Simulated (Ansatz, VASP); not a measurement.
# One calculation of BeS, two programs

INCAR

```
SYSTEM = BeS
PREC = Accurate
ENCUT = 520
EDIFF = 1E-8
ISMEAR = -1
SIGMA = 0.08
LREAL = .FALSE.
LASPH = .TRUE.
NELM = 80
ALGO = Normal
ISIF = 2
LWAVE = .FALSE.
LCHARG = .FALSE.
GGA = PE
LEFG = .TRUE.
NBANDS = 11
```

File KPOINTS:

```
Automatic mesh
0
G
  13 13 13
  0 0 0
```

POSCAR

```
BeS
1.0
    0.0000000000      2.3524102172      2.3524102172
    2.3524102172      0.0000000000      2.3524102172
    2.3524102172      2.3524102172      0.0000000000
Be S
1 1
Direct
    0.0000000000      0.0000000000      0.0000000000
    0.5000000000      0.5000000000      0.5000000000
```

Input for Ansatz:

```yaml
crystal:
  lattice:
    - [0.0, 2.3524102172, 2.3524102172]
    - [2.3524102172, 0.0, 2.3524102172]
    - [2.3524102172, 2.3524102172, 0.0]
  atoms:
    - { symbol: Be, position: [0.0, 0.0, 0.0] }
    - { symbol: S, position: [0.5, 0.5, 0.5] }
kpoints:
  mp_grid: { grid: [13, 13, 13] }
scf:
  occupations: { method: fermi_dirac, width: 0.08 }
hamiltonian:
  xc: pbe
  pseudopotentials: { kind: paw }
output:
  forces: true
  stress: true
  eigenvalues: true
  efg: { contact_densities: true }
```

Change from the starting cell: volume scaled by 1.05, PAW files.

Alike in both runs: task electric field gradients; functional PBE; k mesh 13 × 13 × 13; occupations fermi-dirac, width 0.08 eV; no spin polarisation.

|  | VASP | Ansatz |
| --- | --- | --- |
| version | VASP 6.6.1 | Ansatz 0.2.0 |
| potentials or method | VASP PAW PBE potentials, release 64 (Be, S) | PAW with Ansatz's default frozen-core files, scalar-relativistic |
| plane-wave cutoff (eV) | 520 | 420 |
| valence electrons in the cell | 8 | 8 |

```tsv
	VASP	Ansatz	Ansatz less VASP
pressure (GPa)	-4.8	-4.8	+0.08
```

The functional is the same, so the differences come from potentials, cutoffs and numerics.
